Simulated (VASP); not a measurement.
Ta, 1 atom in the cell. It takes space group Im-3m (No. 229, cubic). The conventional cell has a = 3.468 Å, b = 3.468 Å, c = 3.468 Å, α = 90.00°, β = 90.00°, γ = 90.00°. Ta (site symmetry m-3m) has 14 Ta at 3.00 to 3.47 Å within 4.0 Å.  This cell differs from its parent crystal: strain +0.050 along x and y, +0.050 along z.

```yaml
Program: VASP 6.6.1
Task: single point
Functional: PBEsol
Potentials_or_basis: VASP PAW PBE potentials, release 64 (Ta_pv)
Cutoff: 520 eV
k_mesh: 20 × 20 × 20
Occupations: gaussian, width 0.15 eV
Spin: no spin polarisation
Dipole_correction: no
Further_INCAR_settings: ALGO = Fast; EDIFF = 1e-06; NBANDS = 12
```

Potentials or basis: VASP PAW PBE potentials, release 64 (Ta_pv).

Run with:

```bash
$ cat potpaw_PBE.64/Ta_pv/POTCAR > POTCAR
$ mpirun -np 1 vasp_std > vasp.out
```

Hardware: 1 thread of Intel Xeon 8259CL (shared host).

How long does it take, and how much memory?

It took 64 s on 1 thread of Intel Xeon 8259CL, on a shared host, peak memory 0.19 GiB. Counts: scf iterations 13, k points 256.
